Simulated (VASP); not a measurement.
ZrC, 2 atoms in the cell. Symmetry: R-3m, No. 166, trigonal system. Conventional cell: a = 3.307 Å, b = 3.307 Å, c = 8.223 Å, α = 90.00°, β = 90.00°, γ = 120.00°. Zr (site symmetry -3m) has 6 C at 2.35 Å within 3.1 Å. Within 3.1 Å of C (site symmetry -3m) lie 6 Zr at 2.35 Å.  This cell differs from its parent crystal: equal xy, yz and zx shear strains of +1 %.

| Property | Result |
| --- | --- |
| Program | VASP 6.6.1 |
| Task | single point |
| Functional | PBEsol |
| Potentials or basis | VASP PAW PBE potentials, release 64 (Zr_sv, C) |
| Cutoff | 520 eV |
| k mesh | 15 × 15 × 15 |
| Occupations | fermi-dirac, width 0.05 eV |
| Spin | no spin polarisation |
| Dipole correction | no |
| Further INCAR settings | ALGO = Normal; EDIFF = 1e-07; NBANDS = 15 |

Potentials or basis: VASP PAW PBE potentials, release 64 (Zr_sv, C).

The run is started by

```console
$ cat potpaw_PBE.64/Zr_sv/POTCAR potpaw_PBE.64/C/POTCAR > POTCAR
$ mpirun -np 1 vasp_std > vasp.out
```

Hardware: 1 thread of Intel(R) Xeon(R) Platinum 8488C (Sapphire Rapids) (shared host).

Question: How long does it take, and how much memory?

Answer: Wall time 92 s on 1 thread of Intel(R) Xeon(R) Platinum 8488C (Sapphire Rapids), on a shared host, peak memory 0.26 GiB. Counts: scf iterations 14, k points 344.
